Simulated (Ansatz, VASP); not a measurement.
# SnO: VASP beside Ansatz

File INCAR:

```
SYSTEM = SnO
  PREC = Accurate
  ENCUT = 520
  EDIFF = 1E-6
  ISMEAR = 0
  SIGMA = 0.05
  LREAL = .FALSE.
  LASPH = .TRUE.
  NELM = 80
  ALGO = Normal
  ISIF = 2
  LWAVE = .FALSE.
  LCHARG = .TRUE.
  GGA = PE
  LELF = .TRUE.
  LVHAR = .TRUE.
  NBANDS = 28
```

The input KPOINTS:

```
regular mesh
0
G
  10 10 8
  0 0 0
```

Contents of POSCAR:

```
SnO
1.0
    3.7125861900      0.0000000000      0.0000000000
    0.0000000000      3.7125861900      0.0000000000
    0.0000000000      0.0000000000      5.0679375214
Sn O
2 2
Direct
   -0.0431052619      0.5000000000      0.2286909982
    0.5431052619      0.0000000000      0.7713090018
    0.0045883204      0.0000000000      0.0000000000
    0.4954116796      0.5000000000      0.0000000000
```

Input for Ansatz:

```yaml
crystal:
  lattice:
    - [3.71258619, 0.0, 0.0]
    - [0.0, 3.71258619, 0.0]
    - [0.0, 0.0, 5.0679375214]
  atoms:
    - { symbol: Sn, position: [-0.0431052619, 0.5, 0.2286909982] }
    - { symbol: Sn, position: [0.5431052619, 0.0, 0.7713090018] }
    - { symbol: O, position: [0.0045883204, 0.0, 0.0] }
    - { symbol: O, position: [0.4954116796, 0.5, 0.0] }
basis:
  ecutwfc: 520.0
kpoints:
  mp_grid: { grid: [10, 10, 8] }
hamiltonian:
  xc: pbe
scf:
  occupations: { method: gaussian, width: 0.05 }
output:
  forces: true
  stress: true
  eigenvalues: true
```

Change from the starting cell: mode 4 frozen in at -0.167 Å, equal normal strain along x and y -0.0400.

Alike in both runs: task single point; functional PBE; k mesh 10 × 10 × 8; occupations gaussian, width 0.05 eV; no spin polarisation.

|  | VASP | Ansatz |
| --- | --- | --- |
| version | VASP 6.6.1 | Ansatz 0.2.0 |
| potentials or method | VASP PAW PBE potentials, release 64 (Sn_d, O), cutoff 520 eV | scalar-relativistic, plane waves, PAW |
| valence electrons in the cell | 40 | 40 |

VASP gave:

```
gap on the k mesh at the Fermi level (eV)                     : 0.15
least direct gap on the mesh (eV)                             : 2.02
pressure (GPa)                                                : 10.6
traceless stress, the component that is largest in VASP (GPa) : 5.58
rms of the force components (eV/Å)                            : 0.796
```

**Question.** Which values does Ansatz return?

**Answer.** gap on the k mesh at the Fermi level (eV): 0.14; least direct gap on the mesh (eV): 2.05; pressure (GPa): 10.2; traceless stress, the component that is largest in VASP (GPa): 5.43; rms of the force components (eV/Å): 0.755.

Atom by atom the forces differ by 0.047 eV/Å (rms over components).
